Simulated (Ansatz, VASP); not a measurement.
One calculation of ScAl3, two programs

```
Sc Al
1.0
     3.00791    0.00000    0.00000
    -1.50396    2.60493    0.00000
     0.00000    0.00000    9.41465
Sc Al
1 3
Cartesian
  0.0000 1.7366 0.0000
  0.0000 1.7366 4.7073
  1.5040 0.8683 2.4401
  1.5040 0.8683 6.9745
```

Alike in both runs: functional PBE; k mesh 6 × 6 × 2; occupations gaussian, width 0.1 eV; no spin polarisation.

Ansatz relaxed the structure, and its values are those at the end. VASP's run is a single point on that final structure, the one shown.

```csv
,VASP,Ansatz
version,VASP 6.6.1,Ansatz 0.2.0
potentials or method,"VASP PAW PBE potentials, release 64 (Sc_sv, Al), cutoff 520 eV","scalar-relativistic, plane waves, PAW"
valence electrons in the cell,20,20
```

```tsv
	VASP	Ansatz	Ansatz less VASP
gap on the k mesh at the Fermi level (eV)	none	none	-
pressure (GPa)	0.1	0.2	0.00
rms of the force components (eV/Å)	0.004	0.008	+0.0037
```

A gap of «none» marks a metal or a gap that the smearing closes.

The k mesh is coarse, so the values compare programs but aren't converged.
